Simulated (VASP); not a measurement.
# CdSe4 (I4mm) in VASP: relaxation of cell and atoms with PBE

Aim: the relaxation of cell and atoms of CdSe4 with PBE.

Everything below comes from runs of VASP 6.6.1. Logs are shortened: lines on timing, memory, paths and dates and some standing lists are left out, and cuts for length are marked.

## 1. The cell of the first run

Symmetry: I4mm, No. 107, tetragonal system. Conventional cell: a = 6.195 Å, b = 6.195 Å, c = 8.268 Å, α = 90.00°, β = 90.00°, γ = 90.00°. Cd (site symmetry 4mm) has 4 Se at 2.23 Å within 3.0 Å. Se (site symmetry m) has 1 Cd at 2.23 Å and 2 Se at 2.72 Å within 3.0 Å.

The cell was generated, and may not be a known phase.

## 2. Relaxation of cell and atoms, PBE

File INCAR:

```
SYSTEM = CdSe4
PREC = Accurate
ENCUT = 600
EDIFF = 1E-7
ISMEAR = 0
SIGMA = 0.2
LREAL = .FALSE.
LASPH = .TRUE.
NELM = 60
ALGO = Normal
ISIF = 3
LWAVE = .FALSE.
LCHARG = .FALSE.
GGA = PE
IBRION = 2
NSW = 36
EDIFFG = -0.08
```

File KPOINTS:

```
regular mesh
0
G
  4 4 4
  0 0 0
```

File POSCAR:

```
CdSe4
1.0
   -3.0974066100      3.0974066100      4.1341228900
    3.0974066100     -3.0974066100      4.1341228900
    3.0974066100      3.0974066100     -4.1341228900
Cd Se
1 4
Direct
    0.0112866100      0.0112866100      0.0000000000
    0.3675723500      0.3675723500      0.4395144100
    0.9280579400      0.9280579400      0.5604855900
    0.3675723500      0.9280579400      0.0000000000
    0.9280579400      0.3675723500      0.0000000000
```

Potentials or basis: VASP PAW PBE potentials, release 64 (Cd, Se).

Started as:

```
cat potpaw_PBE.64/Cd/POTCAR potpaw_PBE.64/Se/POTCAR > POTCAR
mpirun -np 1 vasp_std > vasp.out
```

OUTCAR:

```text
SYSTEM = CdSe4
   PREC = Accurate
   ENCUT = 600
   EDIFF = 1E-7
   ISMEAR = 0
   LREAL = .FALSE.
   LASPH = .TRUE.
   NELM = 60
   ISIF = 3
   GGA = PE
   IBRION = 2
   NSW = 36
   EDIFFG = -0.08

 ion  position               nearest neighbor table
   1  0.011  0.011  0.000-   2 2.23   3 2.23   4 2.23   5 2.23
   2  0.368  0.368  0.440-   1 2.23   4 2.72   5 2.72
   3  0.928  0.928  0.560-   1 2.23   4 2.72   5 2.72
   4  0.368  0.928  0.000-   1 2.23   2 2.72   3 2.72
   5  0.928  0.368  0.000-   1 2.23   2 2.72   3 2.72

  LATTYP: Found a body centered tetragonal cell.
 ALAT       =     6.1948132200
 C/A-ratio  =     1.3347046128

  Lattice vectors:

 A1 = (  -3.0974066100,   3.0974066100,   4.1341228900)
 A2 = (   3.0974066100,  -3.0974066100,   4.1341228900)
 A3 = (   3.0974066100,   3.0974066100,  -4.1341228900)

Analysis of symmetry for initial positions (statically):
=====================================================================
 Subroutine PRICEL returns:
 Original cell was already a primitive cell.

 Routine SETGRP: Setting up the symmetry group for a
 body centered tetragonal supercell.

 Subroutine GETGRP returns: Found  8 space group operations
 (whereof  8 operations were pure point group operations)
 out of a pool of 16 trial point group operations.

The static configuration has the point symmetry C_4v.

Analysis of symmetry for dynamics (positions and initial velocities):
=====================================================================
 Subroutine PRICEL returns:
 Original cell was already a primitive cell.

 Routine SETGRP: Setting up the symmetry group for a
 body centered tetragonal supercell.

 Subroutine GETGRP returns: Found  8 space group operations
 (whereof  8 operations were pure point group operations)
 out of a pool of 16 trial point group operations.

The dynamic configuration has the point symmetry C_4v.

 Subroutine INISYM returns: Found  8 space group operations
 (whereof  8 operations are pure point group operations),
 and found     1 'primitive' translations

----------------------------------------------------------------------------------------

                                     Primitive cell

  volume of cell :     158.6499

  direct lattice vectors                    reciprocal lattice vectors
    -3.097406610  3.097406610  4.134122890     0.000000000  0.161425367  0.120944639
     3.097406610 -3.097406610  4.134122890     0.161425367  0.000000000  0.120944639
     3.097406610  3.097406610 -4.134122890     0.161425367  0.161425367  0.000000000

[... 93 lines left out ...]
   EFERMI_NEDOS =   21; number of points for ismear=-14 and -15
   IALGO  =     38    algorithm
   IMIX   =      4    mixing-type and parameters
     AMIX     =   0.40;   BMIX     =  1.00
     AMIX_MAG =   1.60;   BMIX_MAG =  1.00
  volume/ion in A,a.u.               =      31.73       214.12
  Fermi-wavevector in a.u.,A,eV,Ry     =   0.998533  1.886954 13.565934  0.997068
  Thomas-Fermi vector in A             =   2.130763
   LORBIT       =      0    0 simple, 1 ext, 2 COOP (PROOUT), +10 PAW based schemes
   GGA     = PE    functional components
   LHFCALC =     F    Hartree Fock is set to
   AEXX    =    0.0000 exact exchange contribution
   IVDW    =     0    specifies the selected vdW correction
   LEPSILON=     F    determine dielectric tensor
   LRPA    =     F    only Hartree local field effects (RPA)
 conjugate gradient relaxation of ions
 non-spin polarized calculation
 Gauss-broadening in eV      SIGMA  =   0.20
  energy-cutoff  :      600.00
  volume of cell :      158.65
 maximum number of plane-waves:      5344
   NGX = 25   NGY = 25   NGZ = 25

--------------------------------------- Ionic step        1  -------------------------------------------

 number of electron      35.9999998 magnetization

 Free energy of the ion-electron system (eV)
  ---------------------------------------------------
  ext. energy  EPLUGINS =         0.00000000
  ---------------------------------------------------
  free energy    TOTEN  =        -8.56745929 eV

  energy without entropy =       -8.42201573  energy(sigma->0) =       -8.49473751

------------------------ aborting loop because EDIFF is reached ----------------------------------------

  FORCE on cell =-STRESS in cart. coord.  units (eV):
  Direction    XX          YY          ZZ          XY          YZ          ZX
  --------------------------------------------------------------------------------------
  -------------------------------------------------------------------------------------
  Total       17.2932490     17.2932490     11.3881406      0.0000000     -0.0000000      0.0000000
  in kB      174.6414636    174.6414636    115.0068175      0.0000000     -0.0000000      0.0000000
  external PRESSURE =     154.7632482 kB  Pullay stress =       0.0000000 kB
[... 98 lines left out ...]
  FREE ENERGIE OF THE ION-ELECTRON SYSTEM (eV)
  ---------------------------------------------------
  free  energy   TOTEN  =       -11.7368988923 eV

  energy  without entropy=      -11.6253291267  energy(sigma->0) =      -11.68111401

 E-fermi :  -0.1206     XC(G=0):  -7.6230

 val. band max:       -0.1929408835   @ k =   0.2500   0.0000  -0.0000
 cond. band min:      -0.0937143748   @ k =   0.2500   0.2500  -0.0000
 fundamental gap:      0.0992265087
 Fermi energy:        -0.1206128615

 k-point     1 :       0.0000    0.0000    0.0000
  band No.  band energies     occupation
      1     -13.3718      2.00000
      2     -12.2883      2.00000
      3     -12.2883      2.00000
      4     -11.4260      2.00000
      5      -8.5576      2.00000
      6      -8.4850      2.00000
[... 314 lines left out ...]
     21       1.6472      0.00000
     22       3.2300      0.00000

[... ionic steps 4 to 14 ...]

--------------------------------------- Ionic step       15  -------------------------------------------

 number of electron      36.0000001 magnetization

------------------------ aborting loop because EDIFF is reached ----------------------------------------
[... 73 lines left out ...]
--------------------------------------- Ionic step       17  -------------------------------------------

 number of electron      36.0000004 magnetization

 Free energy of the ion-electron system (eV)
  ---------------------------------------------------
  ext. energy  EPLUGINS =         0.00000000
  ---------------------------------------------------
  free energy    TOTEN  =       -14.62050724 eV

  energy without entropy =      -14.59015128  energy(sigma->0) =      -14.60532926

 E-fermi :   2.2702     XC(G=0):  -8.8481

 val. band max:        2.1996324715   @ k =  -0.2500   0.2500   0.0000
 cond. band min:       2.3857627104   @ k =   0.2500   0.0000  -0.0000
 fundamental gap:      0.1861302388
 Fermi energy:         2.2701543943

 k-point     1 :       0.0000    0.0000    0.0000
  band No.  band energies     occupation
      1     -12.7684      2.00000
      2     -10.3957      2.00000
      3     -10.3957      2.00000
      4      -8.1291      2.00000
      5      -6.1327      2.00000
      6      -6.0740      2.00000
[... 346 lines left out ...]
  FREE ENERGIE OF THE ION-ELECTRON SYSTEM (eV)
  ---------------------------------------------------
  free  energy   TOTEN  =       -14.6205072447 eV

  energy  without entropy=      -14.5901512818  energy(sigma->0) =      -14.60532926

 reached required accuracy - stopping structural energy minimisation
```

CONTCAR:

```text
CdSe4
   1.00000000000000
    -2.7837168580823457    2.7837168580823457    4.4456042156092659
     2.7837168580823457   -2.7837168580823457    4.4456042156092659
     2.7837168580823457    2.7837168580823457   -4.4456042156092659
  Cd              Se
     1     4
Direct
     0.9210544050831233    0.9210544050831233    0.0000000000000000
     0.4210488950635375    0.4210488950635375    0.5013513976686316
     0.9196974973949058    0.9196974973949058    0.4986486023313685
     0.4210488950635375    0.9196974973949058    0.0000000000000000
     0.9196974973949058    0.4210488950635375    0.0000000000000000

  0.00000000E+00  0.00000000E+00  0.00000000E+00
  0.00000000E+00  0.00000000E+00  0.00000000E+00
  0.00000000E+00  0.00000000E+00  0.00000000E+00
  0.00000000E+00  0.00000000E+00  0.00000000E+00
  0.00000000E+00  0.00000000E+00  0.00000000E+00
```

It took 7.5 min on 1 thread of AMD EPYC 9R45 (Zen 5), shared host; peak memory 0.34 GiB.

What came out:

* Free energy: -14.6205 eV
* Relaxed volume: 27.56 Å³/atom
* Relaxed cell: a = 5.938 Å, b = 5.938 Å, c = 5.938 Å, α = 124.09°, β = 124.09°, γ = 83.05°
* Space group after relaxing (to 0.1 Å): I4/mmm (No. 139)
* Energy gained by relaxing: 1210.6 meV/atom
* Ionic steps: 17
* Pressure after relaxing: 0.0 GPa
* Largest force after relaxing: 0.043 eV/Å
* Band gap on the k mesh: zero (bands 18 and 19 overlap by 4.13 eV)

Forces in eV/Å, atoms in the order of the input:
```
Cd   0.000  0.000  0.005
Se  -0.030 -0.030 -0.001
Se   0.030  0.030 -0.001
Se   0.030 -0.030 -0.001
Se  -0.030  0.030 -0.001
```

Stress tensor (GPa, compression positive):
```
-0.03  0.00  0.00
 0.00 -0.03  0.00
 0.00  0.00  0.15
```

The path:
| step | energy change (eV) | largest force (eV/Å) | pressure (GPa) | volume (Å³) |
| --- | --- | --- | --- | --- |
| 1 | 0.0000 | 10.5759 | 15.48 | 158.65 |
| 2 | -0.8607 | 0.5157 | -6.97 | 239.74 |
| 3 | -3.1694 | 1.1262 | -4.17 | 190.23 |
| 4 | -3.2036 | 1.4276 | -3.61 | 187.73 |
| 5 | -3.2161 | 1.8669 | -2.79 | 184.57 |
| 6 | -3.9959 | 2.0082 | -3.14 | 172.58 |
| 7 | -5.8330 | 1.4237 | 0.82 | 139.75 |
| 8 | -5.6386 | 0.7803 | 7.10 | 128.18 |
| 9 | -5.8642 | 1.2613 | 2.27 | 136.25 |
| 10 | -5.9979 | 0.3526 | -0.06 | 140.97 |
| 11 | -6.0163 | 0.1964 | 0.31 | 139.63 |
| 12 | -6.0372 | 0.1982 | -0.73 | 140.96 |
| 13 | -6.0372 | 0.1982 | -0.76 | 141.01 |
| 14 | -6.0496 | 0.1749 | -0.02 | 138.04 |
| 15 | -6.0498 | 0.1700 | 0.09 | 137.62 |
| 16 | -6.0521 | 0.0892 | 0.06 | 137.70 |
| 17 | -6.0530 | 0.0430 | 0.03 | 137.80 |

Final structure:
```cif
data_structure
_symmetry_space_group_name_H-M 'P 1'
_symmetry_Int_Tables_number 1
_cell_length_a 5.9381
_cell_length_b 5.9381
_cell_length_c 5.9381
_cell_angle_alpha 124.089
_cell_angle_beta 124.089
_cell_angle_gamma 83.052
_cell_volume 137.80
loop_
_atom_site_label
_atom_site_type_symbol
_atom_site_fract_x
_atom_site_fract_y
_atom_site_fract_z
_atom_site_occupancy
Cd1 Cd 0.92105 0.92105 0.00000 1
Se1 Se 0.42105 0.42105 0.50135 1
Se2 Se 0.91970 0.91970 0.49865 1
Se3 Se 0.42105 0.91970 0.00000 1
Se4 Se 0.91970 0.42105 0.00000 1
```

Levels at points of the mesh, in eV from the Fermi level:
| k point | band 13 | band 14 | band 15 | band 16 | band 17 | band 18 | band 19 | band 20 | band 21 | band 22 |
| --- | --- | --- | --- | --- | --- | --- | --- | --- | --- | --- |
| (0.00, 0.00, 0.00) | -4.28 | -3.51 | -2.41 | -2.41 | -1.52 | 0.50 | 2.61 | 2.61 | 3.71 | 4.11 |
| (0.50, 0.00, 0.00) | -3.39 | -2.46 | -2.33 | -1.42 | -0.67 | -0.47 | -0.41 | 1.83 | 3.30 | 3.36 |
| (0.50, 0.50, 0.00) | -1.84 | -1.76 | -1.69 | -1.66 | -1.57 | -1.46 | -1.36 | -1.35 | -1.34 | 2.18 |
| (0.50, 0.50, 0.50) | -3.85 | -3.85 | -1.01 | -1.01 | 0.14 | 2.72 | 2.72 | 3.08 | 3.56 | 4.07 |

Caveat: the relaxation stopped at a loose force limit of 0.08 eV/Å, so its end isn't a converged minimum.

The gap in the log of VASP goes by the Fermi energy; the results here count the filled bands.